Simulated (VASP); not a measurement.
# Zr2O (P6_3/mmc) in VASP: notebook

The runs below take Zr2O through single point, relaxation of cell and atoms, with PBEsol.

All numbers are computed with VASP 6.6.1; they aren't measurements. Logs are shortened: lines on timing, memory, paths and dates and some standing lists are left out, and cuts for length are marked.

## Step 1: The cell of the first run

The structure is hexagonal, space group P6_3/mmc (No. 194). The conventional cell has a = 3.174 Å, b = 3.174 Å, c = 10.912 Å, α = 90.00°, β = 90.00°, γ = 120.00°. Zr (site symmetry 3m) has 3 O at 2.36 Å and 10 Zr at 2.97 to 3.17 Å within 3.2 Å. Within 3.2 Å of O (site symmetry -6m2) lie 6 Zr at 2.36 Å and 6 O at 3.17 Å.

## Step 2: Single point, PBEsol

The input, INCAR:

```
PREC     = Accurate       # precision mode
ENCUT    = 520            # plane-wave cutoff, eV
EDIFF    = 1E-7           # SCF threshold, eV
ISMEAR   = 0              # smearing method
SIGMA    = 0.1            # smearing width, eV
LREAL    = False          # projectors in reciprocal space
LASPH    = True           # aspherical terms in the spheres
NELM     = 100            # most SCF steps
ALGO     = Normal         # electronic algorithm
ISIF     = 2              # what is computed and relaxed
LWAVE    = False          # write WAVECAR
LCHARG   = False          # write CHGCAR
GGA      = PS             # functional
NBANDS   = 39             # bands
```

The input, KPOINTS:

```
regular mesh
0
Gamma
  12 12 4
```

The input, POSCAR:

```
Zr2O
1.0
    3.1740558864      0.0000000000      0.0000000000
   -1.5870279432      2.7488130307      0.0000000000
    0.0000000000      0.0000000000     10.9120756959
Zr O
4 2
Direct
    0.6666666667      0.3333333333      0.8859166655
    0.3333333333      0.6666666667      0.3859166655
    0.6666666667      0.3333333333      0.6140833345
    0.3333333333      0.6666666667      0.1140833345
    0.0000000000      0.0000000000      0.7500000000
    0.0000000000      0.0000000000      0.2500000000
```

Potentials or basis: VASP PAW PBE potentials, release 64 (Zr_sv, O).

The run is started by

```sh
$ cat potpaw_PBE.64/Zr_sv/POTCAR potpaw_PBE.64/O/POTCAR > POTCAR
$ mpirun -np 1 vasp_std > vasp.out
```

OUTCAR:

```text
PREC = Accurate
   ENCUT = 520
   EDIFF = 1E-7
   ISMEAR = 0
   LREAL = False
   LASPH = True
   NELM = 100
   ISIF = 2
   GGA = PS

 ion  position               nearest neighbor table
   1  0.667  0.333  0.886-   5 2.36   5 2.36   5 2.36   3 2.97   4 3.09   4 3.09   4 3.09
   2  0.333  0.667  0.386-   6 2.36   6 2.36   6 2.36   4 2.97   3 3.09   3 3.09   3 3.09
   3  0.667  0.333  0.614-   5 2.36   5 2.36   5 2.36   1 2.97   2 3.09   2 3.09   2 3.09
   4  0.333  0.667  0.114-   6 2.36   6 2.36   6 2.36   2 2.97   1 3.09   1 3.09   1 3.09
   5  0.000  0.000  0.750-   1 2.36   3 2.36   1 2.36   3 2.36   1 2.36   3 2.36
   6  0.000  0.000  0.250-   2 2.36   4 2.36   2 2.36   4 2.36   2 2.36   4 2.36

  LATTYP: Found a hexagonal cell.
 ALAT       =     3.1740558864
 C/A-ratio  =     3.4378965231

  Lattice vectors:

 A1 = (   3.1740558864,   0.0000000000,   0.0000000000)
 A2 = (  -1.5870279432,   2.7488130307,   0.0000000000)
 A3 = (   0.0000000000,   0.0000000000,  10.9120756959)

Analysis of symmetry for initial positions (statically):
=====================================================================
 Subroutine PRICEL returns:
 Original cell was already a primitive cell.

 Routine SETGRP: Setting up the symmetry group for a
 hexagonal supercell.

 Subroutine GETGRP returns: Found 24 space group operations
 (whereof 12 operations were pure point group operations)
 out of a pool of 24 trial point group operations.

The static configuration has the point symmetry D_3d.
 The point group associated with its full space group is D_6h.

Analysis of symmetry for dynamics (positions and initial velocities):
=====================================================================
 Subroutine PRICEL returns:
 Original cell was already a primitive cell.

 Routine SETGRP: Setting up the symmetry group for a
 hexagonal supercell.

 Subroutine GETGRP returns: Found 24 space group operations
 (whereof 12 operations were pure point group operations)
 out of a pool of 24 trial point group operations.

The dynamic configuration has the point symmetry D_3d.
 The point group associated with its full space group is D_6h.

 Subroutine INISYM returns: Found 24 space group operations
 (whereof 12 operations are pure point group operations),
 and found     1 'primitive' translations

----------------------------------------------------------------------------------------

                                     Primitive cell

  volume of cell :      95.2066

  direct lattice vectors                    reciprocal lattice vectors
     3.174055886  0.000000000  0.000000000     0.315054314  0.181896693  0.000000000
    -1.587027943  2.748813031  0.000000000     0.000000000  0.363793386  0.000000000
     0.000000000  0.000000000 10.912075696     0.000000000  0.000000000  0.091641593

  length of vectors
     3.174055886  3.174055886 10.912075696     0.363793386  0.363793386  0.091641593

  position of ions in fractional coordinates (direct lattice)
     0.666666667  0.333333333  0.885916665
     0.333333333  0.666666667  0.385916665
     0.666666667  0.333333333  0.614083335
     0.333333333  0.666666667  0.114083335
     0.000000000  0.000000000  0.750000000
     0.000000000  0.000000000  0.250000000

  ion indices of the primitive-cell ions
   primitive index   ion index
                 1           1
                 2           2
                 3           3
                 4           4
                 5           5
                 6           6

----------------------------------------------------------------------------------------

 KPOINTS: regular mesh

Automatic generation of k-mesh.
 Grid dimensions read from file:
 generate k-points for:   12   12    4

 Generating k-lattice:

  Cartesian coordinates                     Fractional coordinates (reciprocal lattice)
     0.026254526  0.015158058  0.000000000     0.083333333 -0.000000000  0.000000000
     0.000000000  0.030316116  0.000000000     0.000000000  0.083333333  0.000000000
     0.000000000  0.000000000  0.022910398     0.000000000  0.000000000  0.250000000

  Length of vectors
     0.030316116  0.030316116  0.022910398

  Shift w.r.t. Gamma in fractional coordinates (k-lattice)
     0.000000000  0.000000000  0.000000000

 Subroutine IBZKPT returns following result:
 ===========================================

 Found     57 irreducible k-points:

 Following reciprocal coordinates:
            Coordinates               Weight
  0.000000  0.000000  0.000000      1.000000
  0.083333 -0.000000  0.000000      6.000000
  0.166667 -0.000000  0.000000      6.000000
  0.250000  0.000000  0.000000      6.000000
  0.333333 -0.000000  0.000000      6.000000
  0.416667  0.000000  0.000000      6.000000
[... 16 lines left out ...]
  0.250000  0.000000  0.250000     12.000000
  0.333333 -0.000000  0.250000     12.000000
 [... further k-points ...]
   k-points           NKPTS =     57   k-points in BZ     NKDIM =     57   number of bands    NBANDS=     39
   number of dos      NEDOS =    301   number of ions     NIONS =      6
   total plane-waves  NPLWV =  48384
   dimension x,y,z NGX =    24 NGY =   24 NGZ =   84
   dimension x,y,z NGXF=    48 NGYF=   48 NGZF=  168
   ions per type =               4   2
   NGX,Y,Z   is equivalent  to a cutoff of  12.57, 12.57, 12.80 a.u.
   NGXF,Y,Z  is equivalent  to a cutoff of  25.14, 25.14, 25.59 a.u.
 SYSTEM =  unknown system
   PREC   = accura    normal or accurate (medium, high low for compatibility)
   ISTART =      0    job   : 0-new  1-cont  2-samecut
   ICHARG =      2    charge: 1-file 2-atom 10-const
   ISPIN  =      1    spin polarized calculation?
   LNONCOLLINEAR =      F non collinear calculations
   LSORBIT =      F    spin-orbit coupling
   LASPH  =      T    aspherical Exc in radial PAW
   ENCUT  =  520.0 eV  38.22 Ry    6.18 a.u.   5.90  5.90 20.29*2*pi/ulx,y,z
   NELM   =    100;   NELMIN=  2; NELMDL= -5     # of ELM steps
   EDIFF  = 0.1E-06   stopping-criterion for ELM
   LREAL  =      F    real-space projection
   EDIFFG = 0.1E-05   stopping-criterion for IOM
   NSW    =      0    number of steps for IOM
   IBRION =     -1    ionic relax: 0-MD 1-quasi-New 2-CG
   NFREE  =      0    steps in history (QN), initial steepest desc. (CG)
   ISIF   =      2    stress and relaxation
   ISYM   =      2    0-nonsym 1-usesym 2-fastsym
   POTIM  = 0.5000    time-step for ionic-motion
   TEBEG  =    0.0;   TEEND  =   0.0 temperature during run
   PSTRESS=    0.0 pullay stress
   NELECT =      60.0000    total number of electrons
   NUPDOWN=      -1.0000    fix difference up-down
   EMIN   =  10.00;   EMAX   =-10.00  energy-range for DOS
   EFERMI =   0.00;   METHOD = LEGACY
   ISMEAR =     0;   SIGMA  =   0.10  broadening in eV -4-tet -1-fermi 0-gaus
   EFERMI_NEDOS =   21; number of points for ismear=-14 and -15
   IALGO  =     38    algorithm
   IMIX   =      4    mixing-type and parameters
     AMIX     =   0.40;   BMIX     =  1.00
     AMIX_MAG =   1.60;   BMIX_MAG =  1.00
  volume/ion in A,a.u.               =      15.87       107.08
  Fermi-wavevector in a.u.,A,eV,Ry     =   1.403577  2.652376 26.803858  1.970028
  Thomas-Fermi vector in A             =   2.526225
   LORBIT       =      0    0 simple, 1 ext, 2 COOP (PROOUT), +10 PAW based schemes
   GGA     = PS    functional components
   LHFCALC =     F    Hartree Fock is set to
   AEXX    =    0.0000 exact exchange contribution
   IVDW    =     0    specifies the selected vdW correction
   LEPSILON=     F    determine dielectric tensor
   LRPA    =     F    only Hartree local field effects (RPA)
 non-spin polarized calculation
 Gauss-broadening in eV      SIGMA  =   0.10
  energy-cutoff  :      520.00
  volume of cell :       95.21
 maximum number of plane-waves:      2592
 NGX is ok and might be reduce to    24
   NGX = 11   NGY = 11   NGZ = 41

 number of electron      59.9999994 magnetization

 Free energy of the ion-electron system (eV)
  ---------------------------------------------------
  ext. energy  EPLUGINS =         0.00000000
  ---------------------------------------------------
  free energy    TOTEN  =       -56.74512064 eV

  energy without entropy =      -56.73136171  energy(sigma->0) =      -56.73824118

 E-fermi :   9.8983     XC(G=0): -11.9155

 val. band max:        9.8924832289   @ k =   0.4167   0.0833   0.2500
 cond. band min:       9.9085938899   @ k =   0.1667   0.0833   0.0000
 fundamental gap:      0.0161106610
 Fermi energy:         9.8983166880

 k-point     1 :       0.0000    0.0000    0.0000
  band No.  band energies     occupation
      1     -38.8859      2.00000
      2     -38.8179      2.00000
      3     -38.7839      2.00000
      4     -38.7142      2.00000
      5     -17.7496      2.00000
      6     -17.1937      2.00000
[... 31 lines left out ...]
     38      12.0213      0.00000
     39      12.1255      0.00000

 k-point     2 :       0.0833   -0.0000    0.0000
  band No.  band energies     occupation
      1     -38.8768      2.00000
      2     -38.8092      2.00000
      3     -38.7779      2.00000
      4     -38.7086      2.00000
      5     -17.7219      2.00000
      6     -17.1968      2.00000
[... 31 lines left out ...]
     38      12.1426      0.00000
     39      12.2035      0.00000

 k-point     3 :       0.1667   -0.0000    0.0000
  band No.  band energies     occupation
      1     -38.8519      2.00000
      2     -38.7852      2.00000
      3     -38.7618      2.00000
      4     -38.6935      2.00000
      5     -17.6444      2.00000
      6     -17.2169      2.00000
[... 832 lines left out ...]
 k-point    23 :       0.2500    0.0000    0.2500
  band No.  band energies     occupation
      1     -38.8113      2.00000
      2     -38.7735      2.00000
      3     -38.7179      2.00000
      4     -38.6792      2.00000
      5     -17.5053      2.00000
      6     -17.3204      2.00000
[... 31 lines left out ...]
     38      12.7569      0.00000
     39      12.9972      0.00000

 k-point    24 :       0.3333   -0.0000    0.2500
  band No.  band energies     occupation
      1     -38.7749      2.00000
      2     -38.7418      2.00000
      3     -38.6940      2.00000
      4     -38.6602      2.00000
      5     -17.4514      2.00000
      6     -17.3410      2.00000
[... 31 lines left out ...]
     38      13.5004      0.00000
     39      13.7338      0.00000

 [... further k-points ...]

------------------------ aborting loop because EDIFF is reached ----------------------------------------

  FORCE on cell =-STRESS in cart. coord.  units (eV):
  Direction    XX          YY          ZZ          XY          YZ          ZX
  --------------------------------------------------------------------------------------
  -------------------------------------------------------------------------------------
  Total        0.1085759      0.1085759      0.1451945      0.0000000     -0.0000000      0.0000000
  in kB        1.8271619      1.8271619      2.4433941      0.0000000     -0.0000000      0.0000000
  external PRESSURE =       2.0325727 kB  Pullay stress =       0.0000000 kB

 VOLUME and BASIS-vectors are now :
 -----------------------------------------------------------------------------
  energy-cutoff  :      520.00
  volume of cell :       95.21
      direct lattice vectors                 reciprocal lattice vectors
     3.174055886  0.000000000  0.000000000     0.315054314  0.181896693  0.000000000
    -1.587027943  2.748813031  0.000000000     0.000000000  0.363793386  0.000000000
     0.000000000  0.000000000 10.912075696     0.000000000  0.000000000  0.091641593

 POSITION                                       TOTAL-FORCE (eV/Angst)
 -----------------------------------------------------------------------------------
      1.58703      0.91627      9.66719        -0.000000      0.000000      0.023693
     -0.00000      1.83254      4.21115         0.000000     -0.000000      0.023693
      1.58703      0.91627      6.70092        -0.000000      0.000000     -0.023693
     -0.00000      1.83254      1.24489         0.000000     -0.000000     -0.023693
      0.00000      0.00000      8.18406         0.000000      0.000000      0.000000
      0.00000      0.00000      2.72802         0.000000     -0.000000      0.000000
 -----------------------------------------------------------------------------------
    total drift:                                0.000000     -0.000000     -0.000000

  FREE ENERGIE OF THE ION-ELECTRON SYSTEM (eV)
  ---------------------------------------------------
  free  energy   TOTEN  =       -56.7451206428 eV

  energy  without entropy=      -56.7313617104  energy(sigma->0) =      -56.73824118
```

It took 92 s on 1 thread of Intel Xeon 6975P-C (Granite Rapids), shared host; peak memory 0.29 GiB.

Results:

```yaml
Free_energy: -56.7451 eV
Pressure: 0.2 GPa
Largest_force: 0.024 eV/Å
Band_gap_on_the_k_mesh: zero (bands 30 and 31 overlap by 1.28 eV)
```

Forces in eV/Å, atoms in the order of the input:
```
Zr   0.000  0.000  0.024
Zr   0.000  0.000  0.024
Zr   0.000  0.000 -0.024
Zr   0.000  0.000 -0.024
O    0.000  0.000  0.000
O    0.000  0.000  0.000
```

Caveat: the PAW data sets were made with another functional, which shifts forces and pressure a little.

## Step 3: Relaxation of cell and atoms, PBEsol

This run uses another cell than the first one, of 15.69 Å³/atom.

The input, INCAR:

```
PREC = Accurate ; ENCUT = 600
EDIFF = 1E-7 ; ISMEAR = 0
SIGMA = 0.1 ; LREAL = F
LASPH = T ; NELM = 60
ALGO = Normal ; ISIF = 3
LWAVE = F ; LCHARG = F
GGA = PS ; IBRION = 2
NSW = 80 ; EDIFFG = -0.05
```

The input, KPOINTS:

```
regular mesh
0
Gamma
  6 6 2
```

The input, POSCAR:

```
Zr2O
1.0
    3.1480335583      0.0000000000      0.0000000000
   -1.5740167792      2.7262770335      0.0000000000
    0.0000000000      0.0000000000     10.9723787554
Zr O
4 2
Direct
    0.6666666667      0.3333333333      0.8986176343
    0.3333333333      0.6666666667      0.3986176343
    0.6666666667      0.3333333333      0.6013823657
    0.3333333333      0.6666666667      0.1013823657
    0.0000000000      0.0000000000      0.7500000000
    0.0000000000      0.0000000000      0.2500000000
```

Potentials or basis: VASP PAW PBE potentials, release 64 (Zr_sv, O).

The run is started by

```sh
$ cat potpaw_PBE.64/Zr_sv/POTCAR potpaw_PBE.64/O/POTCAR > POTCAR
$ mpirun -np 1 vasp_std > vasp.out
```

Run time: 3.5 min. Hardware: 1 thread of Intel Xeon 6975P-C (Granite Rapids), shared host; peak memory 0.27 GiB.

Results (log left out):

- Free energy: -56.7416 eV
- Relaxed volume: 15.89 Å³/atom
- Relaxed cell: a = 3.177 Å, b = 3.177 Å, c = 10.905 Å, α = 90.00°, β = 90.00°, γ = 120.00°
- Space group after relaxing (to 0.1 Å): P6_3/mmc (No. 194)
- Energy gained by relaxing: 144.1 meV/atom
- Ionic steps: 7
- Pressure after relaxing: 0.0 GPa
- Largest force after relaxing: 0.021 eV/Å
- Band gap on the k mesh: zero (bands 30 and 31 overlap by 1.24 eV)

Forces in eV/Å, atoms in the order of the input:
```
Zr   0.000  0.000  0.021
Zr   0.000  0.000  0.021
Zr   0.000  0.000 -0.021
Zr   0.000  0.000 -0.021
O    0.000  0.000  0.000
O    0.000  0.000  0.000
```

Stress tensor (GPa, compression positive):
```
 0.08  0.00  0.00
 0.00  0.08  0.00
 0.00  0.00 -0.11
```

Step by step:
```tsv
step	energy change (eV)	largest force (eV/Å)	pressure (GPa)	volume (Å³)
1	0.0000	3.2333	3.97	94.17
2	-0.7614	0.2361	-6.54	99.57
3	-0.7991	0.2495	-5.26	98.50
4	-0.7723	0.5383	6.83	91.99
5	-0.8638	0.0588	-0.16	95.42
6	-0.8638	0.0661	-0.05	95.36
7	-0.8647	0.0210	0.02	95.33
```

Final structure:
```
Zr O
1.0
     3.17708    0.00000    0.00000
    -1.58854    2.75143    0.00000
     0.00000    0.00000   10.90497
Zr O
4 2
Direct
  0.66667 0.33333 0.88606
  0.33333 0.66667 0.38606
  0.66667 0.33333 0.61394
  0.33333 0.66667 0.11394
  0.00000 0.00000 0.75000
  0.00000 0.00000 0.25000
```

Levels at points of the mesh, in eV from the Fermi level:
| k point | band 28 | band 29 | band 30 | band 31 | band 32 | band 33 |
| --- | --- | --- | --- | --- | --- | --- |
| (0.00, 0.00, 0.00) | -0.72 | -0.41 | 0.87 | 0.87 | 1.02 | 1.02 |
| (0.50, 0.00, 0.00) | -0.98 | -0.77 | -0.69 | -0.32 | 0.98 | 1.83 |
| (0.00, 0.00, 0.50) | -1.59 | 0.80 | 0.80 | 0.80 | 0.80 | 0.83 |
| (0.50, 0.00, 0.50) | -1.25 | -0.59 | -0.59 | 0.20 | 0.20 | 2.10 |

Caveat: the k points lie up to 0.38 Å⁻¹ apart in the final cell, too coarse for converged energies and pressures of a metal; the PAW data sets were made with another functional, which shifts forces and pressure a little; the relaxation stopped at a loose force limit of 0.05 eV/Å, so its end isn't a converged minimum.
